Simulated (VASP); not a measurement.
# Zn (Im-3m) in VASP: notebook

Zn is run at these levels: PBE; tasks: single point, relaxation of cell and atoms.

Everything below comes from runs of VASP 6.6.1. Logs are shortened: lines on timing, memory, paths and dates and some standing lists are left out, and cuts for length are marked.

## 1. The cell of the first run

It takes space group Im-3m (No. 229, cubic). Conventional cell: a = 3.132 Å, b = 3.132 Å, c = 3.132 Å, α = 90.00°, β = 90.00°, γ = 90.00°. Within 3.6 Å of Zn (site symmetry m-3m) lie 14 Zn at 2.71 to 3.13 Å.

This isn't the form of Zn at room conditions, which is hcp.

## 2. Single point, PBE

Input file INCAR:

```
  PREC = Accurate
  ENCUT = 520
  EDIFF = 1E-6
  ISMEAR = 0
  SIGMA = 0.1
  LREAL = F
  LASPH = T
  NELM = 80
  ALGO = Fast
  ISIF = 2
  LWAVE = F
  LCHARG = F
  GGA = PE
  NBANDS = 12
```

Input file KPOINTS:

```
regular mesh
0
Gamma
  24 24 24
```

Input file POSCAR:

```
Zn
1.0
   -1.5660681421      1.5660681421      1.5660681421
    1.5660681421     -1.5660681421      1.5660681421
    1.5660681421      1.5660681421     -1.5660681421
Zn
1
Direct
    0.0000000000      0.0000000000      0.0000000000
```

Potentials or basis: VASP PAW PBE potentials, release 64 (Zn).

Command:

```console
> cat potpaw_PBE.64/Zn/POTCAR > POTCAR
> mpirun -np 1 vasp_std > vasp.out
```

OUTCAR:

```text
PREC = Accurate
   ENCUT = 520
   EDIFF = 1E-6
   ISMEAR = 0
   LREAL = F
   LASPH = T
   NELM = 80
   ISIF = 2
   GGA = PE

 ion  position               nearest neighbor table
   1  0.000  0.000  0.000-

  LATTYP: Found a body centered cubic cell.
 ALAT       =     3.1321362842

  Lattice vectors:

 A1 = (  -1.5660681421,   1.5660681421,   1.5660681421)
 A2 = (   1.5660681421,  -1.5660681421,   1.5660681421)
 A3 = (   1.5660681421,   1.5660681421,  -1.5660681421)

Analysis of symmetry for initial positions (statically):
=====================================================================
 Subroutine PRICEL returns:
 Original cell was already a primitive cell.

 Routine SETGRP: Setting up the symmetry group for a
 body centered cubic supercell.

 Subroutine GETGRP returns: Found 48 space group operations
 (whereof 48 operations were pure point group operations)
 out of a pool of 48 trial point group operations.

The static configuration has the point symmetry O_h .

Analysis of symmetry for dynamics (positions and initial velocities):
=====================================================================
 Subroutine PRICEL returns:
 Original cell was already a primitive cell.

 Routine SETGRP: Setting up the symmetry group for a
 body centered cubic supercell.

 Subroutine GETGRP returns: Found 48 space group operations
 (whereof 48 operations were pure point group operations)
 out of a pool of 48 trial point group operations.

The dynamic configuration has the point symmetry O_h .

 Subroutine INISYM returns: Found 48 space group operations
 (whereof 48 operations are pure point group operations),
 and found     1 'primitive' translations

----------------------------------------------------------------------------------------

                                     Primitive cell

  volume of cell :      15.3636

  direct lattice vectors                    reciprocal lattice vectors
    -1.566068142  1.566068142  1.566068142     0.000000000  0.319270909  0.319270909
     1.566068142 -1.566068142  1.566068142     0.319270909  0.000000000  0.319270909
     1.566068142  1.566068142 -1.566068142     0.319270909  0.319270909  0.000000000

  length of vectors
     2.712509590  2.712509590  2.712509590     0.451517250  0.451517250  0.451517250

  position of ions in fractional coordinates (direct lattice)
     0.000000000  0.000000000  0.000000000

  ion indices of the primitive-cell ions
   primitive index   ion index
                 1           1

----------------------------------------------------------------------------------------

 KPOINTS: regular mesh

Automatic generation of k-mesh.
 Grid dimensions read from file:
 generate k-points for:   24   24   24

 Generating k-lattice:

  Cartesian coordinates                     Fractional coordinates (reciprocal lattice)
     0.000000000  0.013302955  0.013302955     0.041666667  0.000000000  0.000000000
     0.013302955  0.000000000  0.013302955     0.000000000  0.041666667  0.000000000
     0.013302955  0.013302955  0.000000000     0.000000000  0.000000000  0.041666667

  Length of vectors
     0.018813219  0.018813219  0.018813219

  Shift w.r.t. Gamma in fractional coordinates (k-lattice)
     0.000000000  0.000000000  0.000000000

 Subroutine IBZKPT returns following result:
 ===========================================

 Found    413 irreducible k-points:

 Following reciprocal coordinates:
            Coordinates               Weight
  0.000000  0.000000  0.000000      1.000000
  0.041667  0.000000  0.000000     12.000000
  0.083333  0.000000  0.000000     12.000000
  0.125000  0.000000  0.000000     12.000000
  0.166667  0.000000  0.000000     12.000000
  0.208333  0.000000  0.000000     12.000000
[... 16 lines left out ...]
  0.416667  0.041667 -0.000000     48.000000
  0.458333  0.041667  0.000000     48.000000
 [... further k-points ...]
   k-points           NKPTS =    413   k-points in BZ     NKDIM =    413   number of bands    NBANDS=     12
   number of dos      NEDOS =    301   number of ions     NIONS =      1
   total plane-waves  NPLWV =   8000
   dimension x,y,z NGX =    20 NGY =   20 NGZ =   20
   dimension x,y,z NGXF=    40 NGYF=   40 NGZF=   40
   ions per type =               1
   NGX,Y,Z   is equivalent  to a cutoff of  12.26, 12.26, 12.26 a.u.
   NGXF,Y,Z  is equivalent  to a cutoff of  24.52, 24.52, 24.52 a.u.
 SYSTEM =  unknown system
   PREC   = accura    normal or accurate (medium, high low for compatibility)
   ISTART =      0    job   : 0-new  1-cont  2-samecut
   ICHARG =      2    charge: 1-file 2-atom 10-const
   ISPIN  =      1    spin polarized calculation?
   LNONCOLLINEAR =      F non collinear calculations
   LSORBIT =      F    spin-orbit coupling
   LASPH  =      T    aspherical Exc in radial PAW
   ENCUT  =  520.0 eV  38.22 Ry    6.18 a.u.   5.04  5.04  5.04*2*pi/ulx,y,z
   NELM   =     80;   NELMIN=  2; NELMDL= -5     # of ELM steps
   EDIFF  = 0.1E-05   stopping-criterion for ELM
   LREAL  =      F    real-space projection
   EDIFFG = 0.1E-04   stopping-criterion for IOM
   NSW    =      0    number of steps for IOM
   IBRION =     -1    ionic relax: 0-MD 1-quasi-New 2-CG
   NFREE  =      0    steps in history (QN), initial steepest desc. (CG)
   ISIF   =      2    stress and relaxation
   ISYM   =      2    0-nonsym 1-usesym 2-fastsym
   POTIM  = 0.5000    time-step for ionic-motion
   TEBEG  =    0.0;   TEEND  =   0.0 temperature during run
   PSTRESS=    0.0 pullay stress
   NELECT =      12.0000    total number of electrons
   NUPDOWN=      -1.0000    fix difference up-down
   EMIN   =  10.00;   EMAX   =-10.00  energy-range for DOS
   EFERMI =   0.00;   METHOD = LEGACY
   ISMEAR =     0;   SIGMA  =   0.10  broadening in eV -4-tet -1-fermi 0-gaus
   EFERMI_NEDOS =   21; number of points for ismear=-14 and -15
   IALGO  =     68    algorithm
   IMIX   =      4    mixing-type and parameters
     AMIX     =   0.40;   BMIX     =  1.00
     AMIX_MAG =   1.60;   BMIX_MAG =  1.00
  volume/ion in A,a.u.               =      15.36       103.68
  Fermi-wavevector in a.u.,A,eV,Ry     =   1.507664  2.849072 30.926737  2.273051
  Thomas-Fermi vector in A             =   2.618220
   LORBIT       =      0    0 simple, 1 ext, 2 COOP (PROOUT), +10 PAW based schemes
   GGA     = PE    functional components
   LHFCALC =     F    Hartree Fock is set to
   AEXX    =    0.0000 exact exchange contribution
   IVDW    =     0    specifies the selected vdW correction
   LEPSILON=     F    determine dielectric tensor
   LRPA    =     F    only Hartree local field effects (RPA)
 non-spin polarized calculation
 RMM-DIIS sequential band-by-band and
 Gauss-broadening in eV      SIGMA  =   0.10
  energy-cutoff  :      520.00
  volume of cell :       15.36
 maximum number of plane-waves:       430
   NGX =  9   NGY =  9   NGZ =  9

 number of electron      12.0000024 magnetization

 Free energy of the ion-electron system (eV)
  ---------------------------------------------------
  ext. energy  EPLUGINS =         0.00000000
  ---------------------------------------------------
  free energy    TOTEN  =        -1.02338734 eV

  energy without entropy =       -1.02145389  energy(sigma->0) =       -1.02242061

 E-fermi :   3.1309     XC(G=0): -11.5134

 val. band max:        3.1147306545   @ k =  -0.4583   0.4583   0.0833
 cond. band min:       3.1336364359   @ k =  -0.4583  -0.4583   0.1667
 fundamental gap:      0.0189057814
 Fermi energy:         3.1308545477

 k-point     1 :       0.0000    0.0000    0.0000
  band No.  band energies     occupation
      1      -7.2539      2.00000
      2      -4.6425      2.00000
      3      -4.6425      2.00000
      4      -4.6425      2.00000
      5      -4.1410      2.00000
      6      -4.1410      2.00000
      7      22.1847      0.00000
      8      22.1847      0.00000
      9      22.1848      0.00000
     10      23.8903      0.00000
     11      23.8903      0.00000
     12      23.8903      0.00000

 k-point     2 :       0.0417    0.0000    0.0000
  band No.  band energies     occupation
      1      -7.1988      2.00000
      2      -4.6477      2.00000
      3      -4.6413      2.00000
      4      -4.6295      2.00000
      5      -4.1461      2.00000
      6      -4.1407      2.00000
      7      21.3355      0.00000
      8      21.7165      0.00000
      9      21.9358      0.00000
     10      23.1383      0.00000
     11      23.3782      0.00000
     12      23.7032      0.00000

 k-point     3 :       0.0833    0.0000    0.0000
  band No.  band energies     occupation
      1      -7.0346      2.00000
      2      -4.6629      2.00000
      3      -4.6375      2.00000
      4      -4.5911      2.00000
      5      -4.1599      2.00000
      6      -4.1398      2.00000
      7      19.4031      0.00000
      8      20.7660      0.00000
      9      21.2432      0.00000
     10      22.5538      0.00000
     11      22.5664      0.00000
     12      23.6534      0.00000
[... 286 lines left out ...]
 k-point    23 :       0.4167    0.0417   -0.0000
  band No.  band energies     occupation
      1      -5.2644      2.00000
      2      -4.9293      2.00000
      3      -4.1749      2.00000
      4      -4.1179      2.00000
      5      -3.8592      2.00000
      6      -0.6992      2.00000
      7       3.6363      0.00000
      8      14.1767      0.00000
      9      15.5588      0.00000
     10      19.0302      0.00000
     11      20.4112      0.00000
     12      29.0587      0.00000

 k-point    24 :       0.4583    0.0417    0.0000
  band No.  band energies     occupation
      1      -5.2743      2.00000
      2      -4.9393      2.00000
      3      -4.1692      2.00000
      4      -4.1169      2.00000
      5      -3.8272      2.00000
      6       0.3021      2.00000
      7       2.4195      2.00000
      8      14.0377      0.00000
      9      15.4408      0.00000
     10      18.9489      0.00000
     11      20.3555      0.00000
     12      30.0281      0.00000

 [... further k-points ...]

------------------------ aborting loop because EDIFF is reached ----------------------------------------

  FORCE on cell =-STRESS in cart. coord.  units (eV):
  Direction    XX          YY          ZZ          XY          YZ          ZX
  --------------------------------------------------------------------------------------
  -------------------------------------------------------------------------------------
  Total        0.0270919      0.0270919      0.0270919      0.0000000     -0.0000000     -0.0000000
  in kB        2.8252557      2.8252557      2.8252557      0.0000000     -0.0000000     -0.0000000
  external PRESSURE =       2.8252557 kB  Pullay stress =       0.0000000 kB

 VOLUME and BASIS-vectors are now :
 -----------------------------------------------------------------------------
  energy-cutoff  :      520.00
  volume of cell :       15.36
      direct lattice vectors                 reciprocal lattice vectors
    -1.566068142  1.566068142  1.566068142     0.000000000  0.319270909  0.319270909
     1.566068142 -1.566068142  1.566068142     0.319270909  0.000000000  0.319270909
     1.566068142  1.566068142 -1.566068142     0.319270909  0.319270909  0.000000000

 POSITION                                       TOTAL-FORCE (eV/Angst)
 -----------------------------------------------------------------------------------
      0.00000      0.00000      0.00000        -0.000000     -0.000000     -0.000000
 -----------------------------------------------------------------------------------
    total drift:                                0.000000     -0.000000      0.000000

  FREE ENERGIE OF THE ION-ELECTRON SYSTEM (eV)
  ---------------------------------------------------
  free  energy   TOTEN  =        -1.0233873357 eV

  energy  without entropy=       -1.0214538854  energy(sigma->0) =       -1.02242061
```

Wall time 83 s (1 thread of Intel Xeon 8259CL, shared host); peak memory 0.18 GiB.

What came out:

- Free energy: -1.0234 eV
- Pressure: 0.3 GPa
- Band gap on the k mesh: zero (bands 6 and 7 overlap by 5.18 eV)

## 3. Relaxation of cell and atoms, PBE

This run uses another cell than the first one, of 15.45 Å³/atom.

Input file INCAR:

```
PREC = Accurate
ENCUT = 600
EDIFF = 1E-6
ISMEAR = 0
SIGMA = 0.1
LREAL = False
LASPH = True
NELM = 60
ALGO = Fast
ISIF = 3
LWAVE = False
LCHARG = False
GGA = PE
IBRION = 2
NSW = 100
EDIFFG = -0.01
```

Input file KPOINTS:

```
Automatic mesh
0
Gamma
  24 24 24
```

Input file POSCAR:

```
Zn
1.0
   -1.5690370000      1.5690370000      1.5690370000
    1.5690370000     -1.5690370000      1.5690370000
    1.5690370000      1.5690370000     -1.5690370000
Zn
1
Direct
    0.0000000000      0.0000000000      0.0000000000
```

Potentials or basis: VASP PAW PBE potentials, release 64 (Zn).

Command:

```console
> cat potpaw_PBE.64/Zn/POTCAR > POTCAR
> mpirun -np 1 vasp_std > vasp.out
```

OUTCAR:

```text
PREC = Accurate
   ENCUT = 600
   EDIFF = 1E-6
   ISMEAR = 0
   LREAL = False
   LASPH = True
   NELM = 60
   ISIF = 3
   GGA = PE
   IBRION = 2
   NSW = 100
   EDIFFG = -0.01

 ion  position               nearest neighbor table
   1  0.000  0.000  0.000-

  LATTYP: Found a body centered cubic cell.
 ALAT       =     3.1380740000

  Lattice vectors:

 A1 = (  -1.5690370000,   1.5690370000,   1.5690370000)
 A2 = (   1.5690370000,  -1.5690370000,   1.5690370000)
 A3 = (   1.5690370000,   1.5690370000,  -1.5690370000)

Analysis of symmetry for initial positions (statically):
=====================================================================
 Subroutine PRICEL returns:
 Original cell was already a primitive cell.

 Routine SETGRP: Setting up the symmetry group for a
 body centered cubic supercell.

 Subroutine GETGRP returns: Found 48 space group operations
 (whereof 48 operations were pure point group operations)
 out of a pool of 48 trial point group operations.

The static configuration has the point symmetry O_h .

Analysis of symmetry for dynamics (positions and initial velocities):
=====================================================================
 Subroutine PRICEL returns:
 Original cell was already a primitive cell.

 Routine SETGRP: Setting up the symmetry group for a
[... 329 lines left out ...]

 number of electron      11.9999994 magnetization

 Free energy of the ion-electron system (eV)
  ---------------------------------------------------
  ext. energy  EPLUGINS =         0.00000000
  ---------------------------------------------------
  free energy    TOTEN  =        -1.02319147 eV

  energy without entropy =       -1.02125819  energy(sigma->0) =       -1.02222483

 E-fermi :   3.1075     XC(G=0): -11.4975

 val. band max:        3.1064499781   @ k =  -0.4583  -0.4583   0.1667
 cond. band min:       3.1144483028   @ k =  -0.3333  -0.3750   0.0417
 fundamental gap:      0.0079983247
 Fermi energy:         3.1074914014

 k-point     1 :       0.0000    0.0000    0.0000
  band No.  band energies     occupation
      1      -7.2512      2.00000
      2      -4.6563      2.00000
      3      -4.6563      2.00000
      4      -4.6563      2.00000
      5      -4.1576      2.00000
      6      -4.1576      2.00000
      7      22.1135      0.00000
      8      22.1135      0.00000
      9      22.1135      0.00000
     10      23.8424      0.00000
[... 287 lines left out ...]
 k-point    24 :       0.4583    0.0417    0.0000
  band No.  band energies     occupation
      1      -5.2835      2.00000
      2      -4.9513      2.00000
      3      -4.1856      2.00000
      4      -4.1336      2.00000
      5      -3.8455      2.00000
      6       0.2914      2.00000
      7       2.3934      2.00000
      8      13.9926      0.00000
      9      15.3985      0.00000
     10      18.8995      0.00000

 [... further k-points ...]

------------------------ aborting loop because EDIFF is reached ----------------------------------------

  FORCE on cell =-STRESS in cart. coord.  units (eV):
  Direction    XX          YY          ZZ          XY          YZ          ZX
  --------------------------------------------------------------------------------------
  -------------------------------------------------------------------------------------
  Total        0.0064231      0.0064231      0.0064231     -0.0000000      0.0000000      0.0000000
  in kB        0.6678159      0.6678159      0.6678159     -0.0000000      0.0000000      0.0000000
  external PRESSURE =       0.6678159 kB  Pullay stress =       0.0000000 kB
[... 16 lines left out ...]
  FREE ENERGIE OF THE ION-ELECTRON SYSTEM (eV)
  ---------------------------------------------------
  free  energy   TOTEN  =        -1.0231914745 eV

  energy  without entropy=       -1.0212581878  energy(sigma->0) =       -1.02222483

 reached required accuracy - stopping structural energy minimisation
```

CONTCAR:

```text
Zn
   1.00000000000000
    -1.5676362378957975    1.5676362378957975    1.5676362378957975
     1.5676362378957975   -1.5676362378957975    1.5676362378957975
     1.5676362378957975    1.5676362378957975   -1.5676362378957975
  Zn
     1
Direct
     0.0000000000000000    0.0000000000000000    0.0000000000000000

  0.00000000E+00  0.00000000E+00  0.00000000E+00
```

It took 4 min on 1 thread of Intel Xeon 8259CL, shared host; peak memory 0.21 GiB.

What came out:

```
Free energy                           : -1.0232 eV
Relaxed volume                        : 15.41 Å³/atom
Relaxed cell                          : a = 2.715 Å, b = 2.715 Å, c = 2.715 Å, α = 109.47°, β = 109.47°, γ = 109.47°
Space group after relaxing (to 0.1 Å) : Im-3m (No. 229)
Energy gained by relaxing             : 0.0 meV/atom
Ionic steps                           : 6
Pressure after relaxing               : 0.1 GPa
Band gap on the k mesh                : zero (bands 6 and 7 overlap by 5.18 eV)
```

Final structure:
```
Zn
1.0
    -1.56764    1.56764    1.56764
     1.56764   -1.56764    1.56764
     1.56764    1.56764   -1.56764
Zn
1
Direct
  0.00000 0.00000 0.00000
```
